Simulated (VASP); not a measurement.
A run of VASP 6.6.1 is set up as follows.

Contents of INCAR:

```
SYSTEM = BaTiO3
PREC = Accurate ; ENCUT = 520
EDIFF = 1E-7 ; ISMEAR = 1
SIGMA = 0.05 ; LREAL = .FALSE.
LASPH = .TRUE. ; NELM = 150
ALGO = Normal ; ISIF = 2
LWAVE = .FALSE. ; LCHARG = .TRUE.
LMAXMIX = 4 ; LDAU = .TRUE.
LDAUTYPE = 2 ; LDAUL = -1 2 -1
LDAUU = 0 3 0 ; LDAUJ = 0 0 0
LDAUPRINT = 1 ; GGA = PE
LELF = .TRUE. ; LVHAR = .TRUE.
NBANDS = 28
```

File KPOINTS:

```
Automatic mesh
0
G
  6 6 6
  0 0 0
```

Contents of POSCAR:

```
BaTiO3
1.0
    4.0060000000      0.0000000000      0.0000000000
    0.0000000000      4.0060000000      0.0000000000
    0.0000000000      0.0000000000      4.0060000000
Ba Ti O
1 1 3
Direct
    0.5000000000      0.5000000000      0.5000000000
    0.0000000000      0.0000000000      0.0000000000
    0.5000000000      0.0000000000      0.0000000000
    0.0000000000      0.5000000000      0.0000000000
    0.0000000000      0.0000000000      0.5000000000
```

Potentials or basis: VASP PAW PBE potentials, release 64 (Ba_sv, Ti_sv, O).

Run with:

```sh
$ cat potpaw_PBE.64/Ba_sv/POTCAR potpaw_PBE.64/Ti_sv/POTCAR potpaw_PBE.64/O/POTCAR > POTCAR
$ mpirun -np 1 vasp_std > vasp.out
```

Predict the pressure.

5.8 GPa.

What does it give for the band gap on the k mesh?

2.08 eV, indirect (least direct gap 2.26 eV).

Eigenvalues of the final occupation matrices:
| site | spin | trace | eigenvalues |
| --- | --- | --- | --- |
| site 2 d | 1 | 0.80 | 0.11 0.11 0.11 0.24 0.24 |
| site 2 d | 2 | 0.80 | 0.11 0.11 0.11 0.24 0.24 |

Caveat: spin-orbit coupling is left out, which moves the levels of the heavy elements. A k mesh can miss the band edges.
